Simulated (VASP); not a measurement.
Input of a VASP 6.6.1 run:

INCAR

```
SYSTEM = AlGaN2
PREC = Accurate
ENCUT = 520
EDIFF = 1E-7
ISMEAR = 0
SIGMA = 0.05
LREAL = .FALSE.
LASPH = .TRUE.
NELM = 100
ALGO = Normal
ISIF = 2
LWAVE = .FALSE.
LCHARG = .FALSE.
GGA = CA
IBRION = 2
NSW = 50
EDIFFG = -0.01
```

File KPOINTS:

```
Automatic mesh
0
G
  8 8 6
  0 0 0
```

File POSCAR:

```
AlGaN2
1.0
    3.0221609829      0.0000000000      0.0000000000
    0.0000000000      3.0221609829      0.0000000000
    0.0000000000      0.0000000000      4.6580567229
Al Ga N
1 1 2
Direct
    0.5000000000      0.5000000000      0.5000000000
    0.0000000000      0.0000000000      0.0000000000
    0.5000000000      0.0000000000      0.7400738390
    0.0000000000      0.5000000000      0.2599261610
```

Potentials or basis: VASP PAW LDA potentials, release 64 (Al, Ga_d, N).

The run is started by

```sh
$ cat potpaw_LDA.64/Al/POTCAR potpaw_LDA.64/Ga_d/POTCAR potpaw_LDA.64/N/POTCAR > POTCAR
$ mpirun -np 1 vasp_std > vasp.out
```

Problem. Predict the energy gained by relaxing.

Solution. 0.1 meV/atom.

Problem. Predict the band gap on the k mesh.

Solution. 2.88 eV.

Stress tensor (GPa, compression positive):
```
 5.40  0.00  0.00
 0.00  5.40  0.00
 0.00  0.00 -9.48
```

A k mesh can miss the band edges.
